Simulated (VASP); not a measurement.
Write the native input for VASP 6.6.1 that does the following.

- Task: single point
- Functional: PBEsol
- Potentials or basis: VASP PAW PBE potentials, release 64 (Mn_pv, O)
- Cutoff: 520 eV
- k mesh: 10 × 10 × 6
- Occupations: fermi-dirac, width 0.05 eV
- Spin: collinear spin, ferromagnetic start
- Starting moments: [4.0, 4.0, 0.0, 0.0] μB
- Dipole correction: no
- Further INCAR settings: ALGO = Normal; EDIFF = 1e-06; NBANDS = 31

The structure of MnO lies in POSCAR:

```
MnO
1.0
    3.3717000000      0.0000000000      0.0000000000
   -1.6858500000      2.9199778539      0.0000000000
    0.0000000000      0.0000000000      5.3855000000
Mn O
2 2
Direct
    0.6666666667      0.3333333333      0.5109600000
    0.3333333333      0.6666666667      0.0109600000
    0.6666666667      0.3333333333      0.8754700000
    0.3333333333      0.6666666667      0.3754700000
```

These files were run (other wordings do the same):

INCAR

```
SYSTEM = MnO
  PREC = Accurate
  ENCUT = 520
  EDIFF = 1E-6
  ISMEAR = -1
  SIGMA = 0.05
  LREAL = .False.
  LASPH = .True.
  NELM = 150
  ALGO = Normal
  ISIF = 2
  LWAVE = .False.
  LCHARG = .False.
  ISPIN = 2
  MAGMOM = 4 4 0 0
  LORBIT = 11
  LMAXMIX = 4
  GGA = PS
  NBANDS = 31
```

KPOINTS

```
Automatic mesh
0
Gamma
  10 10 6
  0 0 0
```

Potentials or basis: VASP PAW PBE potentials, release 64 (Mn_pv, O).

Launch:

```bash
$ cat potpaw_PBE.64/Mn_pv/POTCAR potpaw_PBE.64/O/POTCAR > POTCAR
$ mpirun -np 1 vasp_std > vasp.out
```

It gave:

* Pressure: 1.2 GPa
* Largest force: 0.612 eV/Å
* Band gap on the k mesh: zero (filled and empty bands overlap)
* Net moment: 9.99 μB per cell
* Site moments: Mn +4.40; O +0.20 μB
* Valence electrons inside the program's atomic spheres: Mn 11.43; O 4.99

Caveat: the PAW data sets were made with another functional, which shifts forces and pressure a little; semilocal functionals often make such compounds metallic where correlation or magnetic order opens a gap, which also shifts bond lengths; only a ferromagnetic start was run, and an antiferromagnetic order may lie lower in energy.

It took 3 min on 1 thread of Intel Xeon 8259CL (shared host), peak memory 0.28 GiB.
